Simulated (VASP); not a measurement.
# HClF2 (P6/mmm) in VASP: further runs

HClF2 is run at these levels: PBE+D3(BJ); tasks: relaxation of shape and atoms at fixed volume.

Program: VASP 6.6.1. These are calculated values, not measurements. Logs are shortened: lines on timing, memory, paths and dates and some standing lists are left out, and cuts for length are marked.

## (1) The cell of the first run

The structure is hexagonal, space group P6/mmm (No. 191). Conventional cell: a = 3.883 Å, b = 3.883 Å, c = 6.113 Å, α = 90.00°, β = 90.00°, γ = 120.00°. H (site symmetry 6/mmm) has 2 F at 1.14 Å within 1.5 Å. Cl (site symmetry 6/mmm) has 2 F at 1.91 Å within 2.5 Å. F (site symmetry 6mm) has 1 H at 1.14 Å within 1.5 Å.

## (2) Relaxation of shape and atoms at fixed volume, PBE+D3(BJ) (19.95 Å³/atom)

INCAR reads:

```
PREC = Accurate
ENCUT = 600
EDIFF = 1E-7
ISMEAR = 0
SIGMA = 0.02
LREAL = False
LASPH = True
NELM = 100
ALGO = Normal
ISIF = 4
LWAVE = False
LCHARG = False
GGA = PE
IVDW = 12
IBRION = 2
NSW = 50
EDIFFG = -0.01
```

KPOINTS reads:

```
regular mesh
0
Gamma
  12 12 6
```

POSCAR reads:

```
HClF2
1.0
    3.8827665870      0.0000000000      0.0000000000
   -1.9413832935      3.3625745013      0.0000000000
    0.0000000000      0.0000000000      6.1132425845
H Cl F
1 1 2
Direct
    0.0000000000      0.0000000000      0.5000000000
    0.0000000000      0.0000000000      0.0000000000
    0.0000000000      0.0000000000      0.3128138992
    0.0000000000      0.0000000000      0.6871861008
```

Potentials or basis: VASP PAW PBE potentials, release 64 (H, Cl, F).

Launch:

```
cat potpaw_PBE.64/H/POTCAR potpaw_PBE.64/Cl/POTCAR potpaw_PBE.64/F/POTCAR > POTCAR
mpirun -np 1 vasp_std > vasp.out
```

OUTCAR:

```text
PREC = Accurate
   ENCUT = 600
   EDIFF = 1E-7
   ISMEAR = 0
   LREAL = False
   LASPH = True
   NELM = 100
   ISIF = 4
   GGA = PE
   IVDW = 12
   IBRION = 2
   NSW = 50
   EDIFFG = -0.01
 IVDW          = 12

 ion  position               nearest neighbor table
   1  0.000  0.000  0.500-   3 1.14   4 1.14
   2  0.000  0.000  0.000-   3 1.91   4 1.91
   3  0.000  0.000  0.313-   1 1.14   2 1.91
   4  0.000  0.000  0.687-   1 1.14   2 1.91

  LATTYP: Found a hexagonal cell.
 ALAT       =     3.8827665870
 C/A-ratio  =     1.5744553394

  Lattice vectors:

 A1 = (   3.8827665870,   0.0000000000,   0.0000000000)
 A2 = (  -1.9413832935,   3.3625745013,   0.0000000000)
 A3 = (   0.0000000000,   0.0000000000,   6.1132425845)

Analysis of symmetry for initial positions (statically):
=====================================================================
 Subroutine PRICEL returns:
 Original cell was already a primitive cell.

 Routine SETGRP: Setting up the symmetry group for a
 hexagonal supercell.

 Subroutine GETGRP returns: Found 24 space group operations
 (whereof 24 operations were pure point group operations)
 out of a pool of 24 trial point group operations.

The static configuration has the point symmetry D_6h.

Analysis of symmetry for dynamics (positions and initial velocities):
=====================================================================
 Subroutine PRICEL returns:
 Original cell was already a primitive cell.

 Routine SETGRP: Setting up the symmetry group for a
 hexagonal supercell.

 Subroutine GETGRP returns: Found 24 space group operations
 (whereof 24 operations were pure point group operations)
 out of a pool of 24 trial point group operations.

The dynamic configuration has the point symmetry D_6h.

 Subroutine INISYM returns: Found 24 space group operations
 (whereof 24 operations are pure point group operations),
 and found     1 'primitive' translations

----------------------------------------------------------------------------------------

                                     Primitive cell

  volume of cell :      79.8151

  direct lattice vectors                    reciprocal lattice vectors
     3.882766587  0.000000000  0.000000000     0.257548317  0.148695590  0.000000000
    -1.941383293  3.362574501  0.000000000     0.000000000  0.297391180  0.000000000
     0.000000000  0.000000000  6.113242585     0.000000000  0.000000000  0.163579309

  length of vectors
     3.882766587  3.882766587  6.113242585     0.297391180  0.297391180  0.163579309

[... 80 lines left out ...]
   LSORBIT =      F    spin-orbit coupling
   LASPH  =      T    aspherical Exc in radial PAW
   ENCUT  =  600.0 eV  44.10 Ry    6.64 a.u.   7.75  7.75 12.21*2*pi/ulx,y,z
   NELM   =    100;   NELMIN=  2; NELMDL= -5     # of ELM steps
   EDIFF  = 0.1E-06   stopping-criterion for ELM
   LREAL  =      F    real-space projection
   EDIFFG = -.1E-01   stopping-criterion for IOM
   NSW    =     50    number of steps for IOM
   IBRION =      2    ionic relax: 0-MD 1-quasi-New 2-CG
   NFREE  =      1    steps in history (QN), initial steepest desc. (CG)
   ISIF   =      4    stress and relaxation
   ISYM   =      2    0-nonsym 1-usesym 2-fastsym
   POTIM  = 0.5000    time-step for ionic-motion
   TEBEG  =    0.0;   TEEND  =   0.0 temperature during run
   PSTRESS=    0.0 pullay stress
   NELECT =      22.0000    total number of electrons
   NUPDOWN=      -1.0000    fix difference up-down
   EMIN   =  10.00;   EMAX   =-10.00  energy-range for DOS
   EFERMI =   0.00;   METHOD = LEGACY
   ISMEAR =     0;   SIGMA  =   0.02  broadening in eV -4-tet -1-fermi 0-gaus
   EFERMI_NEDOS =   21; number of points for ismear=-14 and -15
   IALGO  =     38    algorithm
   IMIX   =      4    mixing-type and parameters
     AMIX     =   0.40;   BMIX     =  1.00
     AMIX_MAG =   1.60;   BMIX_MAG =  1.00
  volume/ion in A,a.u.               =      19.95       134.65
  Fermi-wavevector in a.u.,A,eV,Ry     =   1.065420  2.013352 15.444238  1.135119
  Thomas-Fermi vector in A             =   2.200971
   LORBIT       =      0    0 simple, 1 ext, 2 COOP (PROOUT), +10 PAW based schemes
   GGA     = PE    functional components
   LHFCALC =     F    Hartree Fock is set to
   AEXX    =    0.0000 exact exchange contribution
   IVDW    =    12    specifies the selected vdW correction
   LEPSILON=     F    determine dielectric tensor
   LRPA    =     F    only Hartree local field effects (RPA)
 conjugate gradient relaxation of ions
 non-spin polarized calculation
 Gauss-broadening in eV      SIGMA  =   0.02
  energy-cutoff  :      600.00
  volume of cell :       79.82
 maximum number of plane-waves:      2684
 NGX is ok and might be reduce to    32
   NGX = 15   NGY = 15   NGZ = 25

--------------------------------------- Ionic step        1  -------------------------------------------

 number of electron      21.9999990 magnetization

 Free energy of the ion-electron system (eV)
  ---------------------------------------------------
  ext. energy  EPLUGINS =         0.00000000
  ---------------------------------------------------
  free energy    TOTEN  =       -11.74844836 eV

  energy without entropy =      -11.74844836  energy(sigma->0) =      -11.74844836

------------------------ aborting loop because EDIFF is reached ----------------------------------------

 Edisp (eV)   -0.17170

 E8    (eV) :    -0.0451
[... 159 lines left out ...]
--------------------------------------- Ionic step        5  -------------------------------------------

 number of electron      21.9999994 magnetization

 Free energy of the ion-electron system (eV)
  ---------------------------------------------------
  ext. energy  EPLUGINS =         0.00000000
  ---------------------------------------------------
  free energy    TOTEN  =       -11.75625968 eV

  energy without entropy =      -11.75625968  energy(sigma->0) =      -11.75625968

 E-fermi :  -3.2885     XC(G=0):  -6.6560

 val. band max:       -3.4273795960   @ k =   0.0000   0.0000   0.5000
 cond. band min:      -2.1124337109   @ k =   0.0000   0.0000   0.5000
 fundamental gap:      1.3149458851
 Fermi energy:        -3.2885431989

 k-point     1 :       0.0000    0.0000    0.0000
  band No.  band energies     occupation
      1     -26.8301      2.00000
      2     -25.6819      2.00000
      3     -17.7228      2.00000
      4     -10.0964      2.00000
      5      -9.8338      2.00000
      6      -6.9644      2.00000
      7      -6.9644      2.00000
      8      -6.1243      2.00000
      9      -6.1243      2.00000
     10      -3.5593      2.00000
     11      -3.5593      2.00000
     12      -0.2027      0.00000
     13       2.9422      0.00000
     14       6.0063      0.00000
[... 401 lines left out ...]
      2     -25.7082      2.00000
      3     -17.5242      2.00000
      4     -11.2955      2.00000
      5      -8.4264      2.00000
      6      -7.2780      2.00000
      7      -6.9910      2.00000
      8      -6.3814      2.00000
      9      -6.2355      2.00000
     10      -4.1452      2.00000
     11      -3.6622      2.00000
     12      -0.5110      0.00000
     13       4.8079      0.00000
     14       6.7274      0.00000
     15       7.7451      0.00000

 [... further k-points ...]

------------------------ aborting loop because EDIFF is reached ----------------------------------------

 Edisp (eV)   -0.17118

 E8    (eV) :    -0.0449
[... 27 lines left out ...]
  FREE ENERGIE OF THE ION-ELECTRON SYSTEM (eV)
  ---------------------------------------------------
  free  energy   TOTEN  =       -11.9274422915 eV

  energy  without entropy=      -11.9274422915  energy(sigma->0) =      -11.92744229

 reached required accuracy - stopping structural energy minimisation
```

OSZICAR:

```text
N       E                     dE             d eps       ncg     rms          rms(c)
DAV:   1     0.162258176618E+03    0.16226E+03   -0.11840E+04  2280   0.141E+03
DAV:   2    -0.274073457402E+01   -0.16500E+03   -0.16147E+03  3098   0.298E+02
DAV:   3    -0.128712711003E+02   -0.10131E+02   -0.10112E+02  2427   0.839E+01
DAV:   4    -0.129615768818E+02   -0.90306E-01   -0.90272E-01  3190   0.889E+00
[... 43 lines left out ...]
DAV:   1    -0.117562385628E+02   -0.18770E-04   -0.16080E-02  2280   0.127E+00    0.493E-02
DAV:   2    -0.117562612251E+02   -0.22662E-04   -0.26849E-04  2882   0.152E-01    0.295E-02
DAV:   3    -0.117562591182E+02    0.21069E-05   -0.74217E-06  3064   0.380E-02    0.668E-03
DAV:   4    -0.117562596744E+02   -0.55625E-06   -0.20879E-06  2455   0.130E-02    0.263E-03
DAV:   5    -0.117562596812E+02   -0.67985E-08   -0.70442E-08  1602   0.241E-03
   5 F= -.11927442E+02 E0= -.11927442E+02  d E =-.736553E-04
```

CONTCAR:

```text
HClF2
   1.00000000000000
     3.9016160421196742    0.0000000000000000    0.0000000000000000
    -1.9508080210598371    3.3788986082811392   -0.0000000000000000
     0.0000000000000000    0.0000000000000000    6.0543167761887213
  H               Cl              F
     1     1     2
Direct
     0.0000000000000000    0.0000000000000000    0.5000000000000000
     0.0000000000000000    0.0000000000000000    0.0000000000000000
     1.0000000000000000    0.0000000000000000    0.3124768021053876
     0.0000000000000000    0.0000000000000000    0.6875231978946124

  0.00000000E+00  0.00000000E+00  0.00000000E+00
  0.00000000E+00  0.00000000E+00  0.00000000E+00
  0.00000000E+00  0.00000000E+00  0.00000000E+00
  0.00000000E+00  0.00000000E+00  0.00000000E+00
```

Run time: 6.4 min. Hardware: 1 thread of Intel Xeon 8259CL, shared host; peak memory 0.29 GiB.

What came out:

- Free energy: -11.9274 eV
- Energy gained by relaxing: 1.8 meV/atom
- Ionic steps: 5
- Pressure after relaxing: -0.4 GPa
- Band gap on the k mesh: 1.31 eV
- Dispersion energy per atom: -0.043 eV

Step by step:
| step | energy change (eV) | largest force (eV/Å) | pressure (GPa) | volume (Å³) |
| --- | --- | --- | --- | --- |
| 1 | 0.0000 | 0.0166 | -1.33 | 79.82 |
| 2 | -0.0068 | 0.0609 | -0.11 | 79.82 |
| 3 | -0.0072 | 0.0526 | -0.36 | 79.82 |
| 4 | -0.0073 | 0.0388 | -0.36 | 79.82 |
| 5 | -0.0073 | 0.0001 | -0.36 | 79.82 |

Final structure:
```cif
data_structure
_symmetry_space_group_name_H-M 'P 1'
_symmetry_Int_Tables_number 1
_cell_length_a 3.9016
_cell_length_b 3.9016
_cell_length_c 6.0543
_cell_angle_alpha 90.000
_cell_angle_beta 90.000
_cell_angle_gamma 120.000
_cell_volume 79.82
loop_
_atom_site_label
_atom_site_type_symbol
_atom_site_fract_x
_atom_site_fract_y
_atom_site_fract_z
_atom_site_occupancy
H1 H 0.00000 0.00000 0.50000 1
Cl1 Cl 0.00000 0.00000 0.00000 1
F1 F 0.00000 0.00000 0.31248 1
F2 F 0.00000 0.00000 0.68752 1
```

Levels at points of the mesh, in eV from the valence-band top:
```
           k point  band 8  band 9  band 10  band 11  band 12  band 13  band 14  band 15
(0.00, 0.00, 0.00)   -2.70   -2.70    -0.13    -0.13     3.22     6.37     9.43    10.51
(0.50, 0.00, 0.00)   -2.91   -2.74    -0.95    -0.32     3.37     9.18     9.79    11.37
(0.00, 0.00, 0.50)   -3.15   -2.98     0.00     0.00     1.31     7.36     7.56    13.16
(0.50, 0.00, 0.50)   -3.24   -2.94    -0.72    -0.17     1.52     9.72     9.80    10.69
```

[end of part 1 of 2]
